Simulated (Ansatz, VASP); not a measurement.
SiB5 in VASP and in Ansatz

```
CELL_PARAMETERS angstrom
3.55493 0.00000 0.00000
-1.77747 3.07866 0.00000
0.00000 0.00000 4.51207
ATOMIC_POSITIONS crystal
Si 0.66667 0.33333 0.00000
B 0.33333 0.66667 0.00000
B 0.16680 0.83320 0.50000
B 0.16680 0.33360 0.50000
B 0.66640 0.83320 0.50000
B 0.00000 0.00000 0.00000
```

Alike in both runs: functional PBE; k mesh 5 × 5 × 3; occupations gaussian, width 0.2 eV; no spin polarisation.

Ansatz relaxed the structure, and its values are those at the end. VASP's run is a single point on that final structure, the one shown.

```csv
,VASP,Ansatz
version,VASP 6.6.1,Ansatz 0.2.0
potentials or method,"VASP PAW PBE potentials, release 64 (Si, B), cutoff 500 eV","scalar-relativistic, plane waves, PAW"
valence electrons in the cell,19,19
```

```csv
,VASP,Ansatz,Ansatz less VASP
gap on the k mesh at the Fermi level (eV),none,none,-
pressure (GPa),-0.2,-0.1,+0.09
rms of the force components (eV/Å),0.013,0.013,-0.0001
```

A gap of «none» marks a metal or a gap that the smearing closes. The functional is the same, so the differences come from potentials, cutoffs and numerics.

The k mesh is coarse, so the values compare programs but aren't converged.
